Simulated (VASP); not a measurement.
## MoS3: single point with PBE

The system is MoS3.

```
Mo S
1.0
     4.92312    0.00000    0.00000
     0.00000    4.92312    0.00000
     0.00000    0.00000    4.92312
Mo S
2 6
Direct
  0.00000 0.00000 0.00000
  0.50000 0.50000 0.50000
  0.25000 0.00000 0.50000
  0.50000 0.75000 0.00000
  0.75000 0.00000 0.50000
  0.50000 0.25000 0.00000
  0.00000 0.50000 0.75000
  0.00000 0.50000 0.25000
```

The cell was generated, and may not be a known phase.

```
Program                : VASP 6.6.1
Task                   : single point
Functional             : PBE
Potentials or basis    : VASP PAW PBE potentials, release 64 (Mo_sv, S)
Cutoff                 : 520 eV
k mesh                 : 4 × 4 × 4
Occupations            : gaussian, width 0.1 eV
Spin                   : collinear spin
Starting moments       : [1.0, 1.0, 0.0, 0.0, 0.0, 0.0, 0.0, 0.0] μB
Dipole correction      : no
Further INCAR settings : ALGO = Normal; EDIFF = 1e-07; NBANDS = 46
```

- Pressure: -0.2 GPa
- Band gap on the k mesh: zero (filled and empty bands overlap)
- Net moment: 0.00 μB per cell
- Valence electrons inside the program's atomic spheres: Mo 12.07; S 3.60

Levels at points of the mesh, in eV from the Fermi level:
Spin up:
| k point | band 30 | band 31 | band 32 | band 33 | band 34 | band 35 |
| --- | --- | --- | --- | --- | --- | --- |
| (0.00, 0.00, 0.00) | -0.22 | -0.22 | 0.47 | 0.47 | 1.93 | 1.93 |
| (0.50, 0.00, 0.00) | -1.22 | -0.89 | -0.89 | 0.18 | 0.18 | 0.71 |
| (0.50, 0.50, 0.00) | -1.32 | -0.70 | -0.70 | -0.57 | -0.57 | -0.57 |
| (0.50, 0.50, 0.50) | -3.29 | -3.29 | -3.29 | 0.56 | 0.56 | 0.56 |
Spin down:
```
           k point  band 29  band 30  band 31  band 32  band 33  band 34  band 35  band 36
(0.00, 0.00, 0.00)    -2.54    -0.22    -0.22     0.47     0.47     1.93     1.93     1.93
(0.50, 0.00, 0.00)    -1.22    -1.22    -0.89    -0.89     0.18     0.18     0.72     0.72
(0.50, 0.50, 0.00)    -1.88    -1.32    -0.70    -0.70    -0.57    -0.57    -0.57     0.85
(0.50, 0.50, 0.50)    -3.29    -3.29    -3.29    -3.29     0.56     0.56     0.56     0.56
```

Run time: 3.7 min on 1 thread of Intel Xeon 8259CL, with other jobs on the host, peak memory 0.32 GiB.
